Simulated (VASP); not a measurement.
# Al3GaN4 in VASP: a series of runs, part 2 of 2

VASP 6.6.1. Earlier steps stand in the parts before.

### Step 3. Single point, PBEsol (12.41 Å³/atom)

This run uses another cell than the first one, of 12.41 Å³/atom.

Contents of INCAR:

```
PREC = Accurate
ENCUT = 520
EDIFF = 1E-6
ISMEAR = 0
SIGMA = 0.05
LREAL = False
LASPH = True
NELM = 60
ALGO = Normal
ISIF = 2
LWAVE = False
LCHARG = False
GGA = PS
NBANDS = 31
```

Contents of KPOINTS:

```
Automatic mesh
0
Gamma
  6 6 6
```

Contents of POSCAR:

```
Al3GaN4
1.0
    4.6306709109      0.0000000000      0.0000000000
    0.0000000000      4.6306709109      0.0000000000
    0.0000000000      0.0000000000      4.6306709109
Al Ga N
3 1 4
Direct
    0.5000000000      0.5000000000      0.0000000000
    0.5000000000      0.0000000000      0.5000000000
    0.0000000000      0.5000000000      0.5000000000
    0.0000000000      0.0000000000      0.0000000000
    0.7447140287      0.7447140287      0.2552859713
    0.7447140287      0.2552859713      0.7447140287
    0.2552859713      0.7447140287      0.7447140287
    0.2552859713      0.2552859713      0.2552859713
```

Potentials or basis: VASP PAW PBE potentials, release 64 (Al, Ga_d, N).

Started as:

```console
$ cat potpaw_PBE.64/Al/POTCAR potpaw_PBE.64/Ga_d/POTCAR potpaw_PBE.64/N/POTCAR > POTCAR
$ mpirun -np 1 vasp_std > vasp.out
```

OUTCAR:

```text
PREC = Accurate
   ENCUT = 520
   EDIFF = 1E-6
   ISMEAR = 0
   LREAL = False
   LASPH = True
   NELM = 60
   ISIF = 2
   GGA = PS

 ion  position               nearest neighbor table
   1  0.500  0.500  0.000-   5 1.99   6 1.99   7 1.99   8 1.99   2 3.27   3 3.27   2 3.27   3 3.27
                             2 3.27   2 3.27   3 3.27   3 3.27
   2  0.500  0.000  0.500-   5 1.99   6 1.99   7 1.99   8 1.99   1 3.27   3 3.27   1 3.27   1 3.27
                             3 3.27   1 3.27   3 3.27   3 3.27
   3  0.000  0.500  0.500-   5 1.99   6 1.99   7 1.99   8 1.99   1 3.27   2 3.27   1 3.27   2 3.27
                             1 3.27   2 3.27   1 3.27   2 3.27
   4  0.000  0.000  0.000-   5 2.05   6 2.05   7 2.05   8 2.05
   5  0.745  0.745  0.255-   1 1.99   2 1.99   3 1.99   4 2.05
   6  0.745  0.255  0.745-   1 1.99   2 1.99   3 1.99   4 2.05
   7  0.255  0.745  0.745-   1 1.99   2 1.99   3 1.99   4 2.05
   8  0.255  0.255  0.255-   1 1.99   2 1.99   3 1.99   4 2.05

  LATTYP: Found a simple cubic cell.
 ALAT       =     4.6306709109

  Lattice vectors:

 A1 = (   4.6306709109,   0.0000000000,   0.0000000000)
 A2 = (   0.0000000000,   4.6306709109,   0.0000000000)
 A3 = (   0.0000000000,   0.0000000000,   4.6306709109)

Analysis of symmetry for initial positions (statically):
=====================================================================
 Subroutine PRICEL returns:
 Original cell was already a primitive cell.

 Routine SETGRP: Setting up the symmetry group for a
 simple cubic supercell.

 Subroutine GETGRP returns: Found 24 space group operations
 (whereof 24 operations were pure point group operations)
 out of a pool of 48 trial point group operations.

The static configuration has the point symmetry T_d .

Analysis of symmetry for dynamics (positions and initial velocities):
=====================================================================
 Subroutine PRICEL returns:
 Original cell was already a primitive cell.
[... 139 lines left out ...]
   LORBIT       =      0    0 simple, 1 ext, 2 COOP (PROOUT), +10 PAW based schemes
   GGA     = PS    functional components
   LHFCALC =     F    Hartree Fock is set to
   AEXX    =    0.0000 exact exchange contribution
   IVDW    =     0    specifies the selected vdW correction
   LEPSILON=     F    determine dielectric tensor
   LRPA    =     F    only Hartree local field effects (RPA)
 non-spin polarized calculation
 Gauss-broadening in eV      SIGMA  =   0.05
  energy-cutoff  :      520.00
  volume of cell :       99.30
 maximum number of plane-waves:      2721
 NGX is ok and might be reduce to    36
   NGX = 17   NGY = 17   NGZ = 17

 number of electron      41.9999995 magnetization

 Free energy of the ion-electron system (eV)
  ---------------------------------------------------
  ext. energy  EPLUGINS =         0.00000000
  ---------------------------------------------------
  free energy    TOTEN  =       -58.89958815 eV

  energy without entropy =      -58.89958815  energy(sigma->0) =      -58.89958815

 E-fermi :   4.4899     XC(G=0): -10.6579

 val. band max:        4.2737340021   @ k =   0.0000   0.0000   0.0000
 cond. band min:       6.5617180949   @ k =   0.0000   0.0000   0.0000
 fundamental gap:      2.2879840928
 Fermi energy:         4.4899456626

 k-point     1 :       0.0000    0.0000    0.0000
  band No.  band energies     occupation
      1      -9.9902      2.00000
      2      -8.9590      2.00000
      3      -8.9590      2.00000
      4      -8.9590      2.00000
      5      -8.5071      2.00000
      6      -8.5071      2.00000
[... 669 lines left out ...]
     30      14.0718      0.00000
     31      14.0800      0.00000

------------------------ aborting loop because EDIFF is reached ----------------------------------------

  FORCE on cell =-STRESS in cart. coord.  units (eV):
  Direction    XX          YY          ZZ          XY          YZ          ZX
  --------------------------------------------------------------------------------------
  -------------------------------------------------------------------------------------
  Total      -13.5106960    -13.5106960    -13.5106960      0.0000000      0.0000000      0.0000000
  in kB     -218.0000279   -218.0000279   -218.0000279      0.0000000      0.0000000      0.0000000
  external PRESSURE =    -218.0000279 kB  Pullay stress =       0.0000000 kB

 VOLUME and BASIS-vectors are now :
 -----------------------------------------------------------------------------
  energy-cutoff  :      520.00
  volume of cell :       99.30
      direct lattice vectors                 reciprocal lattice vectors
     4.630670911  0.000000000  0.000000000     0.215951429  0.000000000  0.000000000
     0.000000000  4.630670911  0.000000000     0.000000000  0.215951429  0.000000000
     0.000000000  0.000000000  4.630670911     0.000000000  0.000000000  0.215951429

 POSITION                                       TOTAL-FORCE (eV/Angst)
 -----------------------------------------------------------------------------------
      2.31534      2.31534      0.00000        -0.000000     -0.000000     -0.000000
      2.31534      0.00000      2.31534        -0.000000     -0.000000     -0.000000
      0.00000      2.31534      2.31534        -0.000000     -0.000000     -0.000000
      0.00000      0.00000      0.00000        -0.000000      0.000000     -0.000000
      3.44853      3.44853      1.18215        -0.009525     -0.009525      0.009525
      3.44853      1.18215      3.44853        -0.009525      0.009525     -0.009525
      1.18215      3.44853      3.44853         0.009525     -0.009525     -0.009525
      1.18215      1.18215      1.18215         0.009525      0.009525      0.009525
 -----------------------------------------------------------------------------------
    total drift:                               -0.000000     -0.000000     -0.000000

  FREE ENERGIE OF THE ION-ELECTRON SYSTEM (eV)
  ---------------------------------------------------
  free  energy   TOTEN  =       -58.8995881453 eV

  energy  without entropy=      -58.8995881453  energy(sigma->0) =      -58.89958815
```

stdout:

```text
POSCAR found type information on POSCAR AlGaN
 POSCAR found :  3 types and       8 ions
 scaLAPACK will be used
 -----------------------------------------------------------------------------
|                                                                             |
|                                                                             |
|     You enforced a specific xc type in the INCAR file but a different       |
|     I HOPE YOU KNOW WHAT YOU ARE DOING!                                     |
|                                                                             |
 -----------------------------------------------------------------------------

 LDA part: xc-table for (Slater+PW92), standard interpolation
 POSCAR, INCAR and KPOINTS ok, starting setup
 FFT: planning ... GRIDC
 FFT: planning ... GRID_SOFT
 FFT: planning ... GRID
 WAVECAR not read
 entering main loop
```

Run time: 2 min. Hardware: 1 thread of AMD EPYC 7R13, shared host; peak memory 0.2 GiB.

Results:

```yaml
Free_energy: -58.8996 eV
Pressure: -21.8 GPa
Largest_force: 0.016 eV/Å
Band_gap_on_the_k_mesh: 2.29 eV
```

Forces in eV/Å, atoms in the order of the input:
```
Al   0.000  0.000  0.000
Al   0.000  0.000  0.000
Al   0.000  0.000  0.000
Ga   0.000  0.000  0.000
N   -0.010 -0.010  0.010
N   -0.010  0.010 -0.010
N    0.010 -0.010 -0.010
N    0.010  0.010  0.010
```

Levels at points of the mesh, in eV from the valence-band top:
```
           k point  band 18  band 19  band 20  band 21  band 22  band 23  band 24  band 25
(0.00, 0.00, 0.00)    -1.77     0.00     0.00     0.00     2.29     3.20     3.20     3.20
(0.50, 0.00, 0.00)    -1.06    -1.06    -0.86    -0.86     4.82     4.82     5.69     5.69
(0.50, 0.50, 0.00)    -0.75    -0.52    -0.49    -0.49     5.96     6.84     6.84     7.14
(0.50, 0.50, 0.50)    -0.57    -0.37    -0.37    -0.37     4.24     5.71     5.71     5.71
```

Caveat: the cell stands under tension; the PAW data sets were made with another functional, which shifts forces and pressure a little.

### Step 4. Single point, PBEsol (8.99 Å³/atom)

This run uses another cell than the first one, of 8.99 Å³/atom.

Contents of INCAR:

```
SYSTEM = Al3GaN4
  ALGO = Normal
  EDIFF = 1E-7
  ENCUT = 520
  GGA = PS
  ISIF = 2
  ISMEAR = 0
  LASPH = .True.
  LCHARG = .True.
  LELF = .True.
  LREAL = .False.
  LVHAR = .True.
  LWAVE = .False.
  NBANDS = 31
  NELM = 60
  PREC = Accurate
  SIGMA = 0.05
```

Contents of KPOINTS:

```
k-points
0
Gamma
  6 6 6
  0 0 0
```

POSCAR, as its differences from that of step 3:

```diff
@@ -2,5 +2,5 @@
 1.0
-    4.6306709109      0.0000000000      0.0000000000
-    0.0000000000      4.6306709109      0.0000000000
-    0.0000000000      0.0000000000      4.6306709109
+    4.2433197539      0.0000000000      0.0000000000
+    0.0000000000      4.2433197539      0.0000000000
+    0.0000000000      0.0000000000      3.9933882204
 Al Ga N
```

Started as:

```console
$ cat potpaw_PBE.64/Al/POTCAR potpaw_PBE.64/Ga_d/POTCAR potpaw_PBE.64/N/POTCAR > POTCAR
$ mpirun -np 1 vasp_std > vasp.out
```

Run time: 2.7 min. Hardware: 1 thread of AMD EPYC 7R13, shared host; peak memory 0.2 GiB.

It converged, with:

```
Free energy            : -58.0958 eV
Pressure               : 48.4 GPa
Largest force          : 0.115 eV/Å
Band gap on the k mesh : 3.06 eV
```

Forces on the atoms (eV/Å):
```
Al   0.000  0.000  0.000
Al   0.000  0.000  0.000
Al   0.000  0.000  0.000
Ga   0.000  0.000  0.000
N    0.008  0.008  0.115
N    0.008 -0.008 -0.115
N   -0.008  0.008 -0.115
N   -0.008 -0.008  0.115
```

Stress tensor (GPa, compression positive):
```
47.05  0.00  0.00
 0.00 47.05  0.00
 0.00  0.00 51.06
```

Levels at points of the mesh, in eV from the valence-band top:
| k point | band 17 | band 18 | band 19 | band 20 | band 21 | band 22 | band 23 | band 24 | band 25 | band 26 |
| --- | --- | --- | --- | --- | --- | --- | --- | --- | --- | --- |
| (0.00, 0.00, 0.00) | -2.24 | -2.19 | -0.23 | -0.23 | 0.00 | 3.06 | 3.43 | 3.43 | 4.76 | 7.66 |
| (0.50, 0.00, 0.00) | -2.96 | -1.48 | -1.41 | -1.09 | -1.02 | 6.09 | 6.13 | 6.15 | 6.17 | 10.07 |
| (0.50, 0.50, 0.00) | -2.74 | -1.40 | -1.04 | -1.04 | -0.97 | 7.73 | 7.73 | 7.89 | 7.96 | 8.78 |
| (0.00, 0.00, 0.50) | -2.68 | -1.82 | -1.82 | -1.41 | -1.41 | 6.40 | 6.54 | 6.83 | 6.83 | 9.62 |
| (0.50, 0.00, 0.50) | -3.10 | -0.96 | -0.67 | -0.61 | -0.52 | 8.14 | 8.20 | 8.39 | 8.46 | 9.27 |
| (0.50, 0.50, 0.50) | -0.99 | -0.56 | -0.56 | -0.52 | -0.20 | 6.77 | 8.09 | 8.09 | 8.10 | 10.29 |

Caveat: the cell stands under pressure; the PAW data sets were made with another functional, which shifts forces and pressure a little. A k mesh can miss the band edges.

### Step 5. Overview

| cell | gap on the mesh (eV) | pressure (GPa) | largest force (eV/Å) |
| --- | --- | --- | --- |
| a = 4.559 Å, 8 atoms | 2.64 | -16.4 | - |
| a = 4.631 Å, 8 atoms | 2.29 | -21.8 | 0.02 |
| a = 4.243, b = 4.243, c = 3.993 Å, 8 atoms | 3.06 | 48.4 | 0.12 |

Alike in all rows: task single point; level PBEsol; potentials or basis VASP PAW PBE potentials, release 64 (Al, Ga_d, N); no spin polarisation; k mesh 6 × 6 × 6; cutoff (eV) 520; smearing gaussian 0.05 eV.

Caveats: the PAW data sets were made with another functional, which shifts forces and pressure a little; the cell stands under tension (at least some runs); the cell stands under pressure (at least some runs).

Total energies depend on the potentials used, so only differences within one code and one set of settings carry meaning.
